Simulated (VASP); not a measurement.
# KBr (Fm-3m) in VASP: dielectric tensor with r2SCAN

Aim: the dielectric tensor of KBr with r2SCAN.

Everything below comes from runs of VASP 6.6.1. Logs are shortened: lines on timing, memory, paths and dates and some standing lists are left out, and cuts for length are marked.

### Step 1. The cell of the first run

The structure is cubic, space group Fm-3m (No. 225). Conventional cell: a = 6.604 Å, b = 6.604 Å, c = 6.604 Å, α = 90.00°, β = 90.00°, γ = 90.00°. Within 4.3 Å of K (site symmetry m-3m) lie 6 Br at 3.30 Å. Within 4.3 Å of Br (site symmetry m-3m) lie 6 K at 3.30 Å.

### Step 2. Dielectric tensor, r2SCAN

INCAR

```
SYSTEM = KBr
ALGO = Normal ; EDIFF = 1E-8
ENCUT = 520 ; ISIF = 2
ISMEAR = 0 ; LASPH = .True.
LCALCEPS = .True. ; LCHARG = .False.
LMIXTAU = .True. ; LREAL = .False.
LWAVE = .False. ; METAGGA = R2SCAN
NELM = 80 ; PREC = Accurate
SIGMA = 0.01
```

KPOINTS

```
k-points
0
Gamma
  6 6 6
  0 0 0
```

POSCAR

```
KBr
1.0
    0.0000000000      3.3022478291      3.3022478291
    3.3022478291      0.0000000000      3.3022478291
    3.3022478291      3.3022478291      0.0000000000
K Br
1 1
Direct
    0.0000000000      0.0000000000      0.0000000000
    0.5000000000      0.5000000000      0.5000000000
```

Potentials or basis: VASP PAW PBE potentials, release 64 (K_sv, Br).

Started as:

```
> cat potpaw_PBE.64/K_sv/POTCAR potpaw_PBE.64/Br/POTCAR > POTCAR
> mpirun -np 1 vasp_std > vasp.out
```

OUTCAR:

```text
SYSTEM = KBr
   EDIFF = 1E-8
   ENCUT = 520
   ISIF = 2
   ISMEAR = 0
   LASPH = .True.
   LREAL = .False.
   METAGGA = R2SCAN
   NELM = 80
   PREC = Accurate

 ion  position               nearest neighbor table
   1  0.000  0.000  0.000-   2 3.30   2 3.30   2 3.30   2 3.30   2 3.30   2 3.30
   2  0.500  0.500  0.500-   1 3.30   1 3.30   1 3.30   1 3.30   1 3.30   1 3.30

  LATTYP: Found a face centered cubic cell.
 ALAT       =     6.6044956582

  Lattice vectors:

 A1 = (   0.0000000000,   3.3022478291,   3.3022478291)
 A2 = (   3.3022478291,   0.0000000000,   3.3022478291)
 A3 = (   3.3022478291,   3.3022478291,   0.0000000000)

Analysis of symmetry for initial positions (statically):
=====================================================================
 Subroutine PRICEL returns:
 Original cell was already a primitive cell.

 Routine SETGRP: Setting up the symmetry group for a
 face centered cubic supercell.

 Subroutine GETGRP returns: Found 48 space group operations
 (whereof 48 operations were pure point group operations)
 out of a pool of 48 trial point group operations.

The static configuration has the point symmetry O_h .

Analysis of symmetry for dynamics (positions and initial velocities):
=====================================================================
 Subroutine PRICEL returns:
 Original cell was already a primitive cell.

 Routine SETGRP: Setting up the symmetry group for a
 face centered cubic supercell.

 Subroutine GETGRP returns: Found 48 space group operations
 (whereof 48 operations were pure point group operations)
 out of a pool of 48 trial point group operations.

The dynamic configuration has the point symmetry O_h .

 Subroutine INISYM returns: Found 48 space group operations
 (whereof 48 operations are pure point group operations),
 and found     1 'primitive' translations

----------------------------------------------------------------------------------------

                                     Primitive cell

  volume of cell :      72.0210

  direct lattice vectors                    reciprocal lattice vectors
     0.000000000  3.302247829  3.302247829    -0.151412016  0.151412016  0.151412016
     3.302247829  0.000000000  3.302247829     0.151412016 -0.151412016  0.151412016
     3.302247829  3.302247829  0.000000000     0.151412016  0.151412016 -0.151412016

  length of vectors
     4.670083666  4.670083666  4.670083666     0.262253304  0.262253304  0.262253304

  position of ions in fractional coordinates (direct lattice)
     0.000000000  0.000000000  0.000000000
     0.500000000  0.500000000  0.500000000

  ion indices of the primitive-cell ions
   primitive index   ion index
                 1           1
                 2           2

----------------------------------------------------------------------------------------

 KPOINTS: k-points

Automatic generation of k-mesh.
 Grid dimensions read from file:
 generate k-points for:    6    6    6

 Generating k-lattice:

  Cartesian coordinates                     Fractional coordinates (reciprocal lattice)
    -0.025235336  0.025235336  0.025235336     0.166666667  0.000000000  0.000000000
     0.025235336 -0.025235336  0.025235336     0.000000000  0.166666667  0.000000000
     0.025235336  0.025235336 -0.025235336     0.000000000  0.000000000  0.166666667

  Length of vectors
     0.043708884  0.043708884  0.043708884

  Shift w.r.t. Gamma in fractional coordinates (k-lattice)
     0.000000000  0.000000000  0.000000000

 Subroutine IBZKPT returns following result:
 ===========================================

 Found     16 irreducible k-points:

 Following reciprocal coordinates:
            Coordinates               Weight
  0.000000  0.000000  0.000000      1.000000
  0.166667  0.000000  0.000000      8.000000
  0.333333  0.000000  0.000000      8.000000
  0.500000  0.000000  0.000000      4.000000
  0.166667  0.166667  0.000000      6.000000
  0.333333  0.166667  0.000000     24.000000
[... 8 lines left out ...]
 -0.333333  0.333333  0.166667     24.000000
 -0.333333  0.500000  0.166667     12.000000
   k-points           NKPTS =     16   k-points in BZ     NKDIM =     16   number of bands    NBANDS=     12
   number of dos      NEDOS =    301   number of ions     NIONS =      2
   total plane-waves  NPLWV =  46656
   dimension x,y,z NGX =    36 NGY =   36 NGZ =   36
   dimension x,y,z NGXF=    72 NGYF=   72 NGZF=   72
   ions per type =               1   1
   NGX,Y,Z   is equivalent  to a cutoff of  12.82, 12.82, 12.82 a.u.
   NGXF,Y,Z  is equivalent  to a cutoff of  25.63, 25.63, 25.63 a.u.
 SYSTEM =  KBr
   PREC   = accura    normal or accurate (medium, high low for compatibility)
   ISTART =      0    job   : 0-new  1-cont  2-samecut
   ICHARG =      2    charge: 1-file 2-atom 10-const
   ISPIN  =      1    spin polarized calculation?
   LNONCOLLINEAR =      F non collinear calculations
   LSORBIT =      F    spin-orbit coupling
   LASPH  =      T    aspherical Exc in radial PAW
   ENCUT  =  520.0 eV  38.22 Ry    6.18 a.u.   8.68  8.68  8.68*2*pi/ulx,y,z
   NELM   =     80;   NELMIN=  2; NELMDL= -5     # of ELM steps
   EDIFF  = 0.1E-07   stopping-criterion for ELM
   LREAL  =      F    real-space projection
   EDIFFG = 0.1E-06   stopping-criterion for IOM
   NSW    =      0    number of steps for IOM
   IBRION =     -1    ionic relax: 0-MD 1-quasi-New 2-CG
   NFREE  =      0    steps in history (QN), initial steepest desc. (CG)
   ISIF   =      2    stress and relaxation
   ISYM   =      2    0-nonsym 1-usesym 2-fastsym
   POTIM  = 0.5000    time-step for ionic-motion
   TEBEG  =    0.0;   TEEND  =   0.0 temperature during run
   PSTRESS=    0.0 pullay stress
   NELECT =      16.0000    total number of electrons
   NUPDOWN=      -1.0000    fix difference up-down
   EMIN   =  10.00;   EMAX   =-10.00  energy-range for DOS
   EFERMI =   0.00;   METHOD = LEGACY
   ISMEAR =     0;   SIGMA  =   0.01  broadening in eV -4-tet -1-fermi 0-gaus
   EFERMI_NEDOS =   21; number of points for ismear=-14 and -15
   IALGO  =     38    algorithm
   IMIX   =      4    mixing-type and parameters
     AMIX     =   0.40;   BMIX     =  1.00
     AMIX_MAG =   1.60;   BMIX_MAG =  1.00
  volume/ion in A,a.u.               =      36.01       243.01
  Fermi-wavevector in a.u.,A,eV,Ry     =   0.991506  1.873674 13.375661  0.983083
  Thomas-Fermi vector in A             =   2.123252
   LORBIT       =      0    0 simple, 1 ext, 2 COOP (PROOUT), +10 PAW based schemes
   METAGGA = R2SCAN    functional components
   LHFCALC =     F    Hartree Fock is set to
   AEXX    =    0.0000 exact exchange contribution
   IVDW    =     0    specifies the selected vdW correction
   LEPSILON=     F    determine dielectric tensor
   LRPA    =     F    only Hartree local field effects (RPA)
   LRPA       =     F
 non-spin polarized calculation
 Gauss-broadening in eV      SIGMA  =   0.01
  energy-cutoff  :      520.00
  volume of cell :       72.02
 maximum number of plane-waves:      1964
   NGX = 17   NGY = 17   NGZ = 17

 Total electronic dipole moment: p[elc]=(    -0.00000     0.00000     0.00000 ) |e| Angst

 Total electronic dipole moment: p[elc]=(    -0.00000    -0.00000    -0.00000 ) |e| Angst

 number of electron      15.9999997 magnetization

 Free energy of the ion-electron system (eV)
  ---------------------------------------------------
  ext. energy  EPLUGINS =         0.00000000
  ---------------------------------------------------
  free energy    TOTEN  =       -23.24868301 eV

  energy without entropy =      -23.24868301  energy(sigma->0) =      -23.24868301

 E-fermi :  -2.0628     XC(G=0):  -7.7401

 val. band max:       -2.1567130144   @ k =   0.0000   0.0000   0.0000
 cond. band min:   10000.0000000000   @ k =   0.0000   0.0000   0.0000
 fundamental gap:  10002.1567130144
 Fermi energy:        -2.0628298527

 k-point     1 :       0.0000    0.0000    0.0000
  band No.  band energies     occupation
      1     -31.0438      2.00000
      2     -14.8823      2.00000
      3     -13.7497      2.00000
      4     -13.7497      2.00000
      5     -13.7497      2.00000
      6      -2.1567      2.00000
      7      -2.1567      2.00000
      8      -2.1567      2.00000
      9   10000.0000      0.00000
     10   10000.0000      0.00000
     11   10000.0000      0.00000
     12   10000.0000      0.00000

 k-point     2 :       0.1667    0.0000    0.0000
  band No.  band energies     occupation
      1     -31.0425      2.00000
      2     -14.9304      2.00000
      3     -13.7509      2.00000
      4     -13.7509      2.00000
      5     -13.6825      2.00000
      6      -2.5090      2.00000
      7      -2.2431      2.00000
      8      -2.2431      2.00000
      9   10000.0000      0.00000
     10   10000.0000      0.00000
     11   10000.0000      0.00000
     12   10000.0000      0.00000

 k-point     3 :       0.3333    0.0000    0.0000
  band No.  band energies     occupation
      1     -31.0398      2.00000
      2     -15.0138      2.00000
      3     -13.7532      2.00000
      4     -13.7532      2.00000
      5     -13.5599      2.00000
      6      -3.0770      2.00000
      7      -2.4061      2.00000
      8      -2.4061      2.00000
      9   10000.0000      0.00000
     10   10000.0000      0.00000
     11   10000.0000      0.00000
     12   10000.0000      0.00000
[... 286 lines left out ...]
 k-point    23 :       0.0000    0.1667    0.1667
  band No.  band energies     occupation
      1     -31.0421      2.00000
      2     -14.9249      2.00000
      3     -13.7583      2.00000
      4     -13.7583      2.00000
      5     -13.6764      2.00000
      6      -2.5951      2.00000
      7      -2.2432      2.00000
      8      -2.2432      2.00000
      9   10000.0000      0.00000
     10   10000.0000      0.00000
     11   10000.0000      0.00000
     12   10000.0000      0.00000

 k-point    24 :       0.0000    0.3333    0.1667
  band No.  band energies     occupation
      1     -31.0398      2.00000
      2     -14.9584      2.00000
      3     -13.7638      2.00000
      4     -13.7620      2.00000
      5     -13.6232      2.00000
      6      -2.9377      2.00000
      7      -2.4090      2.00000
      8      -2.3611      2.00000
      9   10000.0000      0.00000
     10   10000.0000      0.00000
     11   10000.0000      0.00000
     12   10000.0000      0.00000

 [... further k-points ...]

------------------------ aborting loop because EDIFF is reached ----------------------------------------

            Ionic dipole moment: p[ion]=(   -23.11573   -23.11573   -23.11573 ) |e| Angst

 Total electronic dipole moment: p[elc]=(     0.00000     0.00000     0.00572 ) |e| Angst

 MACROSCOPIC STATIC DIELECTRIC TENSOR (including local field effects)
 ------------------------------------------------------
           2.437533    -0.000000    -0.000000
          -0.000000     2.437533    -0.000000
          -0.000000     0.000000     2.437533
 ------------------------------------------------------

 PIEZOELECTRIC TENSOR (including local field effects) (e Angst)
          XX          YY          ZZ          XY          YZ          ZX
  --------------------------------------------------------------------------------
  x     0.00000     0.00000     0.00000     0.00000     0.00000     0.00000
  y     0.00000     0.00000     0.00000     0.00000     0.00000     0.00000
  z     0.00000     0.00000     0.00000     0.00000     0.00000     0.00000

 PIEZOELECTRIC TENSOR (including local field effects) (C/m^2)
          XX          YY          ZZ          XY          YZ          ZX
  --------------------------------------------------------------------------------
  x     0.00000     0.00000     0.00000     0.00000     0.00000     0.00000
  y     0.00000     0.00000     0.00000     0.00000     0.00000     0.00000
  z     0.00000     0.00000     0.00000     0.00000     0.00000     0.00000

 BORN EFFECTIVE CHARGES (including local field effects) (in |e|, cummulative output)
 ---------------------------------------------------------------------------------
 ion    1
    1     1.08644     0.00000     0.00000
    2    -0.00000     1.08644    -0.00000
    3    -0.00000     0.00000     1.08644
 ion    2
    1    -1.08644     0.00000     0.00000
    2     0.00000    -1.08644     0.00000
    3     0.00000     0.00000    -1.08644

  FORCE on cell =-STRESS in cart. coord.  units (eV):
  Direction    XX          YY          ZZ          XY          YZ          ZX
  --------------------------------------------------------------------------------------
  -------------------------------------------------------------------------------------
  Total        0.0129302      0.0129302      0.0129302     -0.0000000     -0.0000000      0.0000000
  in kB        0.2876448      0.2876448      0.2876448     -0.0000000     -0.0000000      0.0000000
  external PRESSURE =       0.2876448 kB  Pullay stress =       0.0000000 kB

 VOLUME and BASIS-vectors are now :
 -----------------------------------------------------------------------------
  energy-cutoff  :      520.00
  volume of cell :       72.02
      direct lattice vectors                 reciprocal lattice vectors
     0.000000000  3.302247829  3.302247829    -0.151412016  0.151412016  0.151412016
     3.302247829  0.000000000  3.302247829     0.151412016 -0.151412016  0.151412016
     3.302247829  3.302247829  0.000000000     0.151412016  0.151412016 -0.151412016

 POSITION                                       TOTAL-FORCE (eV/Angst)
 -----------------------------------------------------------------------------------
      0.00000      0.00000      0.00000        -0.000000     -0.000000     -0.000000
      3.30225      3.30225      3.30225         0.000000      0.000000      0.000000
 -----------------------------------------------------------------------------------
    total drift:                                0.000000      0.000000      0.000000

  FREE ENERGIE OF THE ION-ELECTRON SYSTEM (eV)
  ---------------------------------------------------
  free  energy   TOTEN  =       -23.2486830050 eV

  energy  without entropy=      -23.2486830050  energy(sigma->0) =      -23.24868301
```

It took 18 min on 1 thread of Intel Xeon 6975P-C (Granite Rapids), shared host; peak memory 0.42 GiB.

What came out:

- Band gap on the k mesh: 5.07 eV
- Electronic dielectric tensor (diagonal): 2.44
- Born charges (mean of the diagonal): K +1.09; Br -1.09 e

Electronic dielectric tensor:
```
2.44 0.00 0.00
0.00 2.44 0.00
0.00 0.00 2.44
```

Born effective charge tensors (e):
atom 1, K
```
1.09 0.00 0.00
0.00 1.09 0.00
0.00 0.00 1.09
```
atom 2, Br
```
-1.09  0.00  0.00
 0.00 -1.09  0.00
 0.00  0.00 -1.09
```

Dipole moments of the cell (e·Å, modulo the quantum): ionic -23.116, -23.116, -23.116; electronic 0.000, 0.000, 0.006

Caveat: the PAW data sets were made with another functional, which shifts forces and pressure a little.

The gap in the log of VASP goes by the Fermi energy; the results here count the filled bands.